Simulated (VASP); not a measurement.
A run of VASP 6.6.1 is set up as follows.

POSCAR

```
BeS
1.0
    0.0000000000      2.4343066372      2.4343066372
    2.4343066372      0.0000000000      2.4343066372
    2.4343066372      2.4343066372      0.0000000000
Be S
1 1
Direct
    0.0000000000      0.0000000000      0.0000000000
    0.2500000000      0.2500000000      0.2500000000
```

Contents of INCAR.step1:

```
SYSTEM = BeS
PREC = Accurate
ENCUT = 520
EDIFF = 1E-5
ISMEAR = 0
SIGMA = 0.01
LREAL = .False.
LASPH = .True.
NELM = 60
ALGO = Normal
ISIF = 2
LWAVE = .True.
NBANDS = 11
GGA = PE
```

File INCAR.step2:

```
SYSTEM = BeS
PREC = Accurate
ENCUT = 520
EDIFF = 1E-7
ISMEAR = 0
SIGMA = 0.01
LREAL = .False.
LASPH = .True.
NELM = 60
ALGO = Normal
ISIF = 2
LWAVE = .False.
LCHARG = .True.
GGA = PE
LHFCALC = .True.
HFSCREEN = 0.2079
PRECFOCK = Normal
LELF = .True.
LVHAR = .True.
NBANDS = 11
ISTART = 1
```

The input KPOINTS:

```
regular mesh
0
Gamma
  6 6 6
  0 0 0
```

Potentials or basis: VASP PAW PBE potentials, release 64 (Be, S).

Launch:

```bash
$ cat potpaw_PBE.64/Be/POTCAR potpaw_PBE.64/S/POTCAR > POTCAR
$ cp INCAR.step1 INCAR
$ mpirun -np 1 vasp_std > vasp.out
$ cp INCAR.step2 INCAR
$ mpirun -np 1 vasp_std > vasp.out
```

Estimate the band gap on the k mesh.

4.08 eV, indirect (least direct gap 6.87 eV).

What does it give for the pressure?

-1.0 GPa.

Caveat: the PAW data sets were made with another functional, which shifts forces and pressure a little. A k mesh can miss the band edges.
